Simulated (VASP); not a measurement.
A run of VASP 6.6.1 is set up as follows.

File POSCAR:

```
BeS
1.0
    0.0000000000      2.4343062304      2.4343062304
    2.4087460149      0.0000000000      2.4343062304
    2.4087460149      2.4343062304      0.0000000000
Be S
1 1
Direct
    0.0000000000      0.0000000000      0.0000000000
    0.2500000000      0.2500000000      0.2500000000
```

INCAR.step1

```
SYSTEM = BeS
PREC = Accurate
ENCUT = 520
ISMEAR = 0
SIGMA = 0.01
LREAL = .False.
LASPH = .True.
NELM = 60
NBANDS = 11
GGA = PE
ALGO = Normal
EDIFF = 1E-4
LWAVE = .True.
LCHARG = .False.
```

INCAR.step2

```
SYSTEM = BeS
PREC = Accurate
ENCUT = 520
EDIFF = 1E-6
ISMEAR = 0
SIGMA = 0.01
LREAL = .False.
LASPH = .True.
NELM = 60
ALGO = Normal
ISIF = 2
LWAVE = .False.
LCHARG = .True.
METAGGA = R2SCAN
LMIXTAU = .True.
LELF = .True.
LVHAR = .True.
NBANDS = 11
ISTART = 1
```

KPOINTS

```
regular mesh
0
Gamma
  10 10 10
  0 0 0
```

Potentials or basis: VASP PAW PBE potentials, release 64 (Be, S).

Command:

```console
$ cat potpaw_PBE.64/Be/POTCAR potpaw_PBE.64/S/POTCAR > POTCAR
$ cp INCAR.step1 INCAR
$ mpirun -np 1 vasp_std > vasp.out
$ cp INCAR.step2 INCAR
$ mpirun -np 1 vasp_std > vasp.out
```

**Question.** What does it give for the band gap on the k mesh?

**Answer.** 3.48 eV (least direct gap 6.21 eV).

**Question.** Estimate the pressure.

**Answer.** 1.3 GPa.

Stress tensor (GPa, compression positive):
```
2.02 0.00 0.00
0.00 0.98 0.00
0.00 0.00 0.98
```

Caveat: the cell differs from its parent crystal (uniaxial x strain -1.1%); the PAW data sets were made with another functional, which shifts forces and pressure a little. A k mesh can miss the band edges.
